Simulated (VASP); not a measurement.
Here is a VASP 6.6.1 calculation.

INCAR

```
PREC = Accurate
ENCUT = 520
EDIFF = 1E-6
ISMEAR = -1
SIGMA = 0.1
LREAL = False
LASPH = True
NELM = 60
ALGO = Normal
ISIF = 2
LWAVE = False
LCHARG = False
GGA = PE
NBANDS = 25
```

KPOINTS

```
regular mesh
0
Gamma
  5 5 5
```

Contents of POSCAR:

```
LiCaF3
1.0
    3.7612440000      0.0000000000      0.0000000000
    0.0000000000      3.7612440000      0.0000000000
    0.0000000000      0.0000000000      3.7612440000
Ca F Li
1 3 1
Direct
    0.0110750000      0.0129230000     -0.0006680000
    0.5025600000      0.0058920000      0.4988120000
    0.4969350000      0.4927940000      0.0077590000
    0.0181100000      0.4918640000      0.5024320000
    0.5139370000      0.4960350000      0.5028420000
```

Potentials or basis: VASP PAW PBE potentials, release 64 (Ca_sv, F, Li_sv).

Run with:

```console
$ cat potpaw_PBE.64/Ca_sv/POTCAR potpaw_PBE.64/F/POTCAR potpaw_PBE.64/Li_sv/POTCAR > POTCAR
$ mpirun -np 1 vasp_std > vasp.out
```

Estimate the band gap on the k mesh.

6.57 eV, indirect (least direct gap 6.61 eV).

What does it give for the largest force?

0.510 eV/Å.

Forces in eV/Å, atoms in the order of the input:
```
Ca   0.110  0.058  0.026
F    0.185 -0.436  0.096
F    0.206  0.086 -0.253
F   -0.495  0.089  0.084
Li  -0.006  0.203  0.048
```

 A k mesh can miss the band edges.
